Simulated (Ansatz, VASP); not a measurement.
## Al in VASP and in Ansatz

Contents of INCAR:

```
ALGO = Normal ; EDIFF = 1E-6
ENCUT = 520 ; GGA = PE
ISIF = 2 ; ISMEAR = 0
IVDW = 12 ; LASPH = True
LCHARG = False ; LREAL = False
LWAVE = False ; NBANDS = 14
NELM = 100 ; PREC = Accurate
SIGMA = 0.15
```

KPOINTS

```
k-points
0
Gamma
  18 18 4
```

Contents of POSCAR:

```
Al
1.0
    2.7356000000      0.0000000000      0.0000000000
   -1.3678000000      2.3690990946      0.0000000000
    0.0000000000      0.0000000000     10.0395000000
Al
4
Direct
    0.0000000000      0.0000000000      0.0000000000
    0.3333333333      0.6666666667      0.2500000000
    0.0000000000      0.0000000000      0.5000000000
    0.6666666667      0.3333333333      0.7500000000
```

Input for Ansatz:

```yaml
crystal:
  lattice:
    - [2.7356, 0.0, 0.0]
    - [-1.3678, 2.3690990946, 0.0]
    - [0.0, 0.0, 10.0395]
  atoms:
    - { symbol: Al, position: [0.0, 0.0, 0.0] }
    - { symbol: Al, position: [0.3333333333, 0.6666666667, 0.25] }
    - { symbol: Al, position: [0.0, 0.0, 0.5] }
    - { symbol: Al, position: [0.6666666667, 0.3333333333, 0.75] }
basis:
  ecutwfc: 420
kpoints:
  mp_grid: { grid: [18, 18, 4] }
hamiltonian:
  xc: pbe
  pseudopotentials: { kind: paw, azcp: { folder: soft_1 } }
  dispersion: d3bj
scf:
  occupations: { method: gaussian, width: 0.15 }
output:
  forces: true
  stress: true
  eigenvalues: true
```

Alike in both runs: task single point; functional PBE; dispersion D3(BJ); k mesh 18 × 18 × 4; occupations gaussian, width 0.15 eV; no spin polarisation.

|  | VASP | Ansatz |
| --- | --- | --- |
| version | VASP 6.6.1 | Ansatz 0.2.0 |
| potentials or method | VASP PAW PBE potentials, release 64 (Al), cutoff 520 eV | scalar-relativistic, plane waves, PAW |
| valence electrons in the cell | 12 | 12 |

|  | VASP | Ansatz | Ansatz less VASP |
| --- | --- | --- | --- |
| gap on the k mesh at the Fermi level (eV) | none | none | - |
| pressure (GPa) | -0.6 | -0.6 | 0.00 |
| traceless stress, the component that is largest in VASP (GPa) | -5.91 | -5.92 | -0.005 |

A gap of «none» marks a metal or a gap that the smearing closes.
